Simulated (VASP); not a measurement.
Set up this calculation in VASP 6.6.1, as the native input.

```
Task                   : single point
Functional             : PBEsol
Dispersion             : D4
Potentials or basis    : VASP PAW PBE potentials, release 64 (Cu)
Cutoff                 : 520 eV
k mesh                 : 13 × 13 × 13
Occupations            : fermi-dirac, width 0.05 eV
Spin                   : no spin polarisation
Dipole correction      : no
Further INCAR settings : ALGO = Normal; EDIFF = 1e-06; NBANDS = 12
```

The structure of Cu lies in POSCAR:

```
Cu
1.0
   -1.4225987174      1.4225987174      1.3680947144
    1.4225987174     -1.4225987174      1.3680947144
    1.4225987174      1.4225987174     -1.3680947144
Cu
1
Direct
    0.0000000000      0.0000000000      0.0000000000
```

These files were run (other wordings do the same):

INCAR

```
SYSTEM = Cu
PREC = Accurate
ENCUT = 520
EDIFF = 1E-6
ISMEAR = -1
SIGMA = 0.05
LREAL = .FALSE.
LASPH = .TRUE.
NELM = 80
ALGO = Normal
ISIF = 2
LWAVE = .FALSE.
LCHARG = .TRUE.
GGA = PS
IVDW = 13
LELF = .TRUE.
LVHAR = .TRUE.
NBANDS = 12
```

KPOINTS

```
regular mesh
0
G
  13 13 13
  0 0 0
```

Potentials or basis: VASP PAW PBE potentials, release 64 (Cu).

Command:

```console
$ cat potpaw_PBE.64/Cu/POTCAR > POTCAR
$ mpirun -np 1 vasp_std > vasp.out
```

Results of the run:

| Property | Result |
| --- | --- |
| Pressure | 0.8 GPa |
| Band gap on the k mesh | zero (an odd number of electrons rules out a gap without spin polarisation) |
| Dispersion energy per atom | -0.343 eV |

Caveat: the PAW data sets were made with another functional, which shifts forces and pressure a little.

Run time: 13 s on 1 thread of AMD EPYC 9R45 96-Core Processor (Zen 5) (shared host), peak memory 0.11 GiB.
